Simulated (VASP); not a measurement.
# Ga2As2H: relaxation of the atoms with PBE

Ga2As2H, a slab with vacuum:

```
As Ga H
1.0
     4.06296    0.00000    0.00000
     0.00000    4.06296    0.00000
     0.00000    0.00000   19.89050
As Ga H
2 2 1
Direct
  0.00000 0.50000 0.20110
  0.50000 0.00000 0.35110
  0.50000 0.50000 0.27332
  0.00000 0.00000 0.42183
  0.00000 0.00000 0.49926
```

```yaml
Program: VASP 6.6.1
Task: relaxation of the atoms
Functional: PBE
Potentials_or_basis: VASP PAW PBE potentials, release 64 (As, Ga_d, H)
Cutoff: 450 eV
k_mesh: 7 × 7 × 1
Occupations: gaussian, width 0.05 eV
Spin: collinear spin
Starting_moments: "[0.0, 0.0, 0.0, 0.0, 1.0] μB"
Dipole_correction: yes
Atoms_held_fixed_from_0: "[0, 1, 2, 3]"
Further_INCAR_settings: ALGO = Normal; EDIFF = 1e-07; NELMDL = -8; IBRION = 2; EDIFFG = -0.025; NSW = 36
Atoms_held_along_some_axes_from_0: atom 4 along a and b
```

The energy gained by relaxing is 1.2 meV/atom, the ionic steps are 3 and the net moment is 0.14 μB per cell. The site moments are As +0.06, +0.00; Ga -0.00, +0.00; H +0.00 μB and the valence electrons inside the program's atomic spheres are As 2.65, 2.78; Ga 11.60, 11.63; H 0.54.

Step by step:
```
step  energy change (eV)  largest force on free atoms (eV/Å)  pressure (GPa)
   1              0.0000                              0.4165           -0.68
   2             -0.0055                              0.1384           -0.75
   3             -0.0062                              0.0030           -0.78
```

Final structure:
```
CELL_PARAMETERS angstrom
4.06296 0.00000 0.00000
0.00000 4.06296 0.00000
0.00000 0.00000 19.89050
ATOMIC_POSITIONS crystal
As 0.00000 0.50000 0.20110
As 0.50000 0.00000 0.35110
Ga 0.50000 0.50000 0.27332
Ga 0.00000 0.00000 0.42183
H 0.00000 0.00000 0.50082
```

Levels at points of the mesh, in eV from the Fermi level:
Spin up:
| k point | band 16 | band 17 | band 18 | band 19 | band 20 | band 21 |
| --- | --- | --- | --- | --- | --- | --- |
| (0.00, 0.00, 0.00) | -1.39 | -0.84 | -0.29 | 0.87 | 1.53 | 2.25 |
Spin down:
```
           k point  band 16  band 17  band 18  band 19  band 20  band 21
(0.00, 0.00, 0.00)    -1.38    -0.82    -0.25     1.02     1.54     2.28
```

It took 2.3 min on 4 MPI ranks on Intel(R) Xeon(R) 6975P-C (Granite Rapids), with other jobs on the host, peak memory 0.52 GiB a rank.
